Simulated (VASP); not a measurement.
# Pt (Fm-3m) in VASP: a series of runs

The runs below take Pt through single point, with PBE.

Everything below comes from runs of VASP 6.6.1. Logs are shortened: lines on timing, memory, paths and dates and some standing lists are left out, and cuts for length are marked.

### Step 1. The cell of the first run

It takes space group Fm-3m (No. 225, cubic). The conventional cell has a = 3.920 Å, b = 3.920 Å, c = 3.920 Å, α = 90.00°, β = 90.00°, γ = 90.00°. Pt (site symmetry m-3m) has 12 Pt at 2.77 Å within 3.7 Å.

### Step 2. Single point, PBE

INCAR

```
PREC = Accurate ; ENCUT = 520
EDIFF = 1E-7 ; ISMEAR = 0
SIGMA = 0.1 ; LREAL = False
LASPH = True ; NELM = 80
ALGO = Normal ; ISIF = 2
LWAVE = False ; LCHARG = False
GGA = PE ; NBANDS = 11
```

KPOINTS

```
regular mesh
0
Gamma
  8 8 8
```

POSCAR

```
Pt
1.0
    0.0000000000      1.9600012148      1.9600012148
    1.9600012148      0.0000000000      1.9600012148
    1.9600012148      1.9600012148      0.0000000000
Pt
1
Direct
    0.0000000000      0.0000000000      0.0000000000
```

Potentials or basis: VASP PAW PBE potentials, release 64 (Pt).

Started as:

```
$ cat potpaw_PBE.64/Pt/POTCAR > POTCAR
$ mpirun -np 1 vasp_std > vasp.out
```

OUTCAR:

```text
PREC = Accurate
   ENCUT = 520
   EDIFF = 1E-7
   ISMEAR = 0
   LREAL = False
   LASPH = True
   NELM = 80
   ISIF = 2
   GGA = PE

 ion  position               nearest neighbor table
   1  0.000  0.000  0.000-

  LATTYP: Found a face centered cubic cell.
 ALAT       =     3.9200024296

  Lattice vectors:

 A1 = (   0.0000000000,   1.9600012148,   1.9600012148)
 A2 = (   1.9600012148,   0.0000000000,   1.9600012148)
 A3 = (   1.9600012148,   1.9600012148,   0.0000000000)

Analysis of symmetry for initial positions (statically):
=====================================================================
 Subroutine PRICEL returns:
 Original cell was already a primitive cell.

 Routine SETGRP: Setting up the symmetry group for a
 face centered cubic supercell.

 Subroutine GETGRP returns: Found 48 space group operations
 (whereof 48 operations were pure point group operations)
 out of a pool of 48 trial point group operations.

The static configuration has the point symmetry O_h .

Analysis of symmetry for dynamics (positions and initial velocities):
=====================================================================
 Subroutine PRICEL returns:
 Original cell was already a primitive cell.

 Routine SETGRP: Setting up the symmetry group for a
 face centered cubic supercell.

 Subroutine GETGRP returns: Found 48 space group operations
 (whereof 48 operations were pure point group operations)
 out of a pool of 48 trial point group operations.

The dynamic configuration has the point symmetry O_h .

 Subroutine INISYM returns: Found 48 space group operations
 (whereof 48 operations are pure point group operations),
 and found     1 'primitive' translations

----------------------------------------------------------------------------------------

                                     Primitive cell

  volume of cell :      15.0591

  direct lattice vectors                    reciprocal lattice vectors
     0.000000000  1.960001215  1.960001215    -0.255101883  0.255101883  0.255101883
     1.960001215  0.000000000  1.960001215     0.255101883 -0.255101883  0.255101883
     1.960001215  1.960001215  0.000000000     0.255101883  0.255101883 -0.255101883

  length of vectors
     2.771860300  2.771860300  2.771860300     0.441849422  0.441849422  0.441849422

  position of ions in fractional coordinates (direct lattice)
     0.000000000  0.000000000  0.000000000

  ion indices of the primitive-cell ions
   primitive index   ion index
                 1           1

----------------------------------------------------------------------------------------

 KPOINTS: regular mesh

Automatic generation of k-mesh.
 Grid dimensions read from file:
 generate k-points for:    8    8    8

 Generating k-lattice:

  Cartesian coordinates                     Fractional coordinates (reciprocal lattice)
    -0.031887735  0.031887735  0.031887735     0.125000000  0.000000000  0.000000000
     0.031887735 -0.031887735  0.031887735     0.000000000  0.125000000  0.000000000
     0.031887735  0.031887735 -0.031887735     0.000000000  0.000000000  0.125000000

  Length of vectors
     0.055231178  0.055231178  0.055231178

  Shift w.r.t. Gamma in fractional coordinates (k-lattice)
     0.000000000  0.000000000  0.000000000

 Subroutine IBZKPT returns following result:
 ===========================================

 Found     29 irreducible k-points:

 Following reciprocal coordinates:
            Coordinates               Weight
  0.000000  0.000000  0.000000      1.000000
  0.125000  0.000000  0.000000      8.000000
  0.250000  0.000000  0.000000      8.000000
  0.375000  0.000000  0.000000      8.000000
  0.500000  0.000000  0.000000      4.000000
  0.125000  0.125000  0.000000      6.000000
[... 16 lines left out ...]
  0.500000  0.250000  0.125000     48.000000
 -0.375000  0.250000  0.125000     24.000000
 [... further k-points ...]
   k-points           NKPTS =     29   k-points in BZ     NKDIM =     29   number of bands    NBANDS=     11
   number of dos      NEDOS =    301   number of ions     NIONS =      1
   total plane-waves  NPLWV =  13824
   dimension x,y,z NGX =    24 NGY =   24 NGZ =   24
   dimension x,y,z NGXF=    48 NGYF=   48 NGZF=   48
   ions per type =               1
   NGX,Y,Z   is equivalent  to a cutoff of  14.39, 14.39, 14.39 a.u.
   NGXF,Y,Z  is equivalent  to a cutoff of  28.79, 28.79, 28.79 a.u.
 SYSTEM =  unknown system
   PREC   = accura    normal or accurate (medium, high low for compatibility)
   ISTART =      0    job   : 0-new  1-cont  2-samecut
   ICHARG =      2    charge: 1-file 2-atom 10-const
   ISPIN  =      1    spin polarized calculation?
   LNONCOLLINEAR =      F non collinear calculations
   LSORBIT =      F    spin-orbit coupling
   LASPH  =      T    aspherical Exc in radial PAW
   ENCUT  =  520.0 eV  38.22 Ry    6.18 a.u.   5.15  5.15  5.15*2*pi/ulx,y,z
   NELM   =     80;   NELMIN=  2; NELMDL= -5     # of ELM steps
   EDIFF  = 0.1E-06   stopping-criterion for ELM
   LREAL  =      F    real-space projection
   EDIFFG = 0.1E-05   stopping-criterion for IOM
   NSW    =      0    number of steps for IOM
   IBRION =     -1    ionic relax: 0-MD 1-quasi-New 2-CG
   NFREE  =      0    steps in history (QN), initial steepest desc. (CG)
   ISIF   =      2    stress and relaxation
   ISYM   =      2    0-nonsym 1-usesym 2-fastsym
   POTIM  = 0.5000    time-step for ionic-motion
   TEBEG  =    0.0;   TEEND  =   0.0 temperature during run
   PSTRESS=    0.0 pullay stress
   NELECT =      10.0000    total number of electrons
   NUPDOWN=      -1.0000    fix difference up-down
   EMIN   =  10.00;   EMAX   =-10.00  energy-range for DOS
   EFERMI =   0.00;   METHOD = LEGACY
   ISMEAR =     0;   SIGMA  =   0.10  broadening in eV -4-tet -1-fermi 0-gaus
   EFERMI_NEDOS =   21; number of points for ismear=-14 and -15
   IALGO  =     38    algorithm
   IMIX   =      4    mixing-type and parameters
     AMIX     =   0.40;   BMIX     =  1.00
     AMIX_MAG =   1.60;   BMIX_MAG =  1.00
  volume/ion in A,a.u.               =      15.06       101.62
  Fermi-wavevector in a.u.,A,eV,Ry     =   1.428264  2.699028 27.755042  2.039938
  Thomas-Fermi vector in A             =   2.548345
   LORBIT       =      0    0 simple, 1 ext, 2 COOP (PROOUT), +10 PAW based schemes
   GGA     = PE    functional components
   LHFCALC =     F    Hartree Fock is set to
   AEXX    =    0.0000 exact exchange contribution
   IVDW    =     0    specifies the selected vdW correction
   LEPSILON=     F    determine dielectric tensor
   LRPA    =     F    only Hartree local field effects (RPA)
 non-spin polarized calculation
 Gauss-broadening in eV      SIGMA  =   0.10
  energy-cutoff  :      520.00
  volume of cell :       15.06
 maximum number of plane-waves:       416
 NGX is ok and might be reduce to    24
   NGX = 11   NGY = 11   NGZ = 11

 number of electron      10.0000000 magnetization

 Free energy of the ion-electron system (eV)
  ---------------------------------------------------
  ext. energy  EPLUGINS =         0.00000000
  ---------------------------------------------------
  free energy    TOTEN  =        -6.07193276 eV

  energy without entropy =       -6.06304969  energy(sigma->0) =       -6.06749123

 E-fermi :  11.2245     XC(G=0): -13.5065

 val. band max:       11.0841128911   @ k =  -0.3750   0.3750   0.0000
 cond. band min:      11.2272207138   @ k =  -0.2500   0.1250   0.0000
 fundamental gap:      0.1431078227
 Fermi energy:        11.2244707069

 k-point     1 :       0.0000    0.0000    0.0000
  band No.  band energies     occupation
      1       1.0603      2.00000
      2       7.4676      2.00000
      3       7.4676      2.00000
      4       7.4676      2.00000
      5       9.6220      2.00000
      6       9.6220      2.00000
      7      25.9338      0.00000
      8      30.9058      0.00000
      9      30.9058      0.00000
     10      30.9058      0.00000
     11      36.2641      0.00000

 k-point     2 :       0.1250    0.0000    0.0000
  band No.  band energies     occupation
      1       1.6718      2.00000
      2       7.2255      2.00000
      3       7.6869      2.00000
      4       7.6869      2.00000
      5       9.5212      2.00000
      6       9.5212      2.00000
      7      26.8266      0.00000
      8      28.4462      0.00000
      9      31.8470      0.00000
     10      31.8470      0.00000
     11      37.5736      0.00000

 k-point     3 :       0.2500    0.0000    0.0000
  band No.  band energies     occupation
      1       3.1062      2.00000
      2       7.1238      2.00000
      3       7.8405      2.00000
      4       7.8405      2.00000
      5       9.8000      2.00000
      6       9.8000      2.00000
      7      24.6048      0.00000
      8      27.6745      0.00000
      9      33.9580      0.00000
     10      33.9580      0.00000
     11      34.8307      0.00000

 k-point     4 :       0.3750    0.0000    0.0000
  band No.  band energies     occupation
      1       3.8945      2.00000
      2       7.5605      2.00000
      3       7.5605      2.00000
      4       8.7913      2.00000
      5      10.7602      2.00000
      6      10.7602      2.00000
      7      20.0784      0.00000
      8      26.1994      0.00000
      9      31.7056      0.00000
     10      31.7056      0.00000
     11      37.7319      0.00000
[... 239 lines left out ...]
 k-point    22 :       0.3750    0.2500    0.1250
  band No.  band energies     occupation
      1       4.3876      2.00000
      2       6.1495      2.00000
      3       7.4512      2.00000
      4       9.1287      2.00000
      5       9.2145      2.00000
      6      11.2778      0.45101
      7      24.8229      0.00000
      8      27.0487      0.00000
      9      29.2616      0.00000
     10      31.5198      0.00000
     11      35.6048      0.00000

 k-point    23 :       0.5000    0.2500    0.1250
  band No.  band energies     occupation
      1       5.1975      2.00000
      2       6.6490      2.00000
      3       6.9400      2.00000
      4       8.8335      2.00000
      5      10.5176      2.00000
      6      13.1991      0.00000
      7      20.5692      0.00000
      8      25.6978      0.00000
      9      27.5231      0.00000
     10      31.7925      0.00000
     11      35.6044      0.00000

 k-point    24 :      -0.3750    0.2500    0.1250
  band No.  band energies     occupation
      1       5.2175      2.00000
      2       6.4406      2.00000
      3       7.8154      2.00000
      4       8.5683      2.00000
      5      11.0655      1.97547
      6      15.7094      0.00000
      7      16.8046      0.00000
      8      26.0290      0.00000
      9      26.3830      0.00000
     10      30.4679      0.00000
     11      37.4998      0.00000

 [... further k-points ...]
[... 5 lines left out ...]
  --------------------------------------------------------------------------------------
  -------------------------------------------------------------------------------------
  Total        0.8714612      0.8714612      0.8714612      0.0000000      0.0000000      0.0000000
  in kB       92.7170535     92.7170535     92.7170535      0.0000000      0.0000000      0.0000000
  external PRESSURE =      92.7170535 kB  Pullay stress =       0.0000000 kB

 VOLUME and BASIS-vectors are now :
 -----------------------------------------------------------------------------
  energy-cutoff  :      520.00
  volume of cell :       15.06
      direct lattice vectors                 reciprocal lattice vectors
     0.000000000  1.960001215  1.960001215    -0.255101883  0.255101883  0.255101883
     1.960001215  0.000000000  1.960001215     0.255101883 -0.255101883  0.255101883
     1.960001215  1.960001215  0.000000000     0.255101883  0.255101883 -0.255101883

 POSITION                                       TOTAL-FORCE (eV/Angst)
 -----------------------------------------------------------------------------------
      0.00000      0.00000      0.00000         0.000000      0.000000      0.000000
 -----------------------------------------------------------------------------------
    total drift:                               -0.000000      0.000000     -0.000000

  FREE ENERGIE OF THE ION-ELECTRON SYSTEM (eV)
  ---------------------------------------------------
  free  energy   TOTEN  =        -6.0719327642 eV

  energy  without entropy=       -6.0630496897  energy(sigma->0) =       -6.06749123
```

It took 2.8 s on 1 thread of Intel Xeon 6975P-C (Granite Rapids), shared host; peak memory 0.14 GiB.

What came out:

```
Free energy            : -6.0719 eV
Pressure               : 9.3 GPa
Band gap on the k mesh : zero (band 5 reaches 11.75 eV, above the bottom of band 6 at 9.52 eV)
```

Caveat: spin-orbit coupling is left out, which moves the levels of the heavy elements.

### Step 3. Single point, PBE

This run uses another cell than the first one, of 15.64 Å³/atom, 1.039 times its volume.

INCAR

```
SYSTEM = Pt
PREC = Accurate
ENCUT = 520
EDIFF = 1E-7
ISMEAR = 0
SIGMA = 0.1
LREAL = .False.
LASPH = .True.
NELM = 80
ALGO = Normal
ISIF = 2
LWAVE = .False.
LCHARG = .False.
GGA = PE
NBANDS = 11
```

KPOINTS

```
Automatic mesh
0
Gamma
  18 18 18
  0 0 0
```

POSCAR

```
Pt
1.0
    0.0000000000      1.9850561630      1.9850561630
    1.9850561630      0.0000000000      1.9850561630
    1.9850561630      1.9850561630      0.0000000000
Pt
1
Direct
    0.0000000000      0.0000000000      0.0000000000
```

Potentials or basis: VASP PAW PBE potentials, release 64 (Pt).

Started as:

```
$ cat potpaw_PBE.64/Pt/POTCAR > POTCAR
$ mpirun -np 1 vasp_std > vasp.out
```

OUTCAR:

```text
SYSTEM = Pt
   PREC = Accurate
   ENCUT = 520
   EDIFF = 1E-7
   ISMEAR = 0
   LREAL = .False.
   LASPH = .True.
   NELM = 80
   ISIF = 2
   GGA = PE

 ion  position               nearest neighbor table
   1  0.000  0.000  0.000-

  LATTYP: Found a face centered cubic cell.
 ALAT       =     3.9701123260

  Lattice vectors:

 A1 = (   0.0000000000,   1.9850561630,   1.9850561630)
 A2 = (   1.9850561630,   0.0000000000,   1.9850561630)
 A3 = (   1.9850561630,   1.9850561630,   0.0000000000)

Analysis of symmetry for initial positions (statically):
=====================================================================
 Subroutine PRICEL returns:
 Original cell was already a primitive cell.

 Routine SETGRP: Setting up the symmetry group for a
 face centered cubic supercell.

 Subroutine GETGRP returns: Found 48 space group operations
 (whereof 48 operations were pure point group operations)
 out of a pool of 48 trial point group operations.

The static configuration has the point symmetry O_h .

Analysis of symmetry for dynamics (positions and initial velocities):
=====================================================================
 Subroutine PRICEL returns:
[... 159 lines left out ...]
 cond. band min:      10.5839787683   @ k =   0.4444   0.1111   0.0000
 fundamental gap:      0.0109201652
 Fermi energy:        10.5733922490

 k-point     1 :       0.0000    0.0000    0.0000
  band No.  band energies     occupation
      1       0.7636      2.00000
      2       7.0036      2.00000
      3       7.0036      2.00000
      4       7.0036      2.00000
      5       9.0313      2.00000
      6       9.0313      2.00000
      7      25.3094      0.00000
      8      30.0687      0.00000
      9      30.0687      0.00000
     10      30.0687      0.00000
     11      35.2807      0.00000
[... 309 lines left out ...]
 k-point    24 :      -0.2222    0.0556    0.0000
  band No.  band energies     occupation
      1       2.7504      2.00000
      2       6.5429      2.00000
      3       7.3760      2.00000
      4       7.4394      2.00000
      5       8.8560      2.00000
      6       9.4944      2.00000
      7      24.0522      0.00000
      8      27.0415      0.00000
      9      31.2551      0.00000
     10      32.7695      0.00000
     11      33.9727      0.00000

 [... further k-points ...]
[... 5 lines left out ...]
  --------------------------------------------------------------------------------------
  -------------------------------------------------------------------------------------
  Total       -0.0481976     -0.0481976     -0.0481976      0.0000000      0.0000000     -0.0000000
  in kB       -4.9361378     -4.9361378     -4.9361378      0.0000000      0.0000000     -0.0000000
  external PRESSURE =      -4.9361378 kB  Pullay stress =       0.0000000 kB

 VOLUME and BASIS-vectors are now :
 -----------------------------------------------------------------------------
  energy-cutoff  :      520.00
  volume of cell :       15.64
      direct lattice vectors                 reciprocal lattice vectors
     0.000000000  1.985056163  1.985056163    -0.251882042  0.251882042  0.251882042
     1.985056163  0.000000000  1.985056163     0.251882042 -0.251882042  0.251882042
     1.985056163  1.985056163  0.000000000     0.251882042  0.251882042 -0.251882042

 POSITION                                       TOTAL-FORCE (eV/Angst)
 -----------------------------------------------------------------------------------
      0.00000      0.00000      0.00000         0.000000      0.000000      0.000000
 -----------------------------------------------------------------------------------
    total drift:                               -0.000000      0.000000     -0.000000

  FREE ENERGIE OF THE ION-ELECTRON SYSTEM (eV)
  ---------------------------------------------------
  free  energy   TOTEN  =        -6.1000466078 eV

  energy  without entropy=       -6.0887717724  energy(sigma->0) =       -6.09440919
```

Wall time 11 s (1 thread of Intel Xeon 6975P-C (Granite Rapids), shared host); peak memory 0.16 GiB.

Results:

| Quantity | Value |
| --- | --- |
| Free energy | -6.1000 eV |
| Pressure | -0.5 GPa |
| Band gap on the k mesh | zero (band 5 reaches 11.03 eV, above the bottom of band 6 at 8.94 eV) |

Caveat: spin-orbit coupling is left out, which moves the levels of the heavy elements.
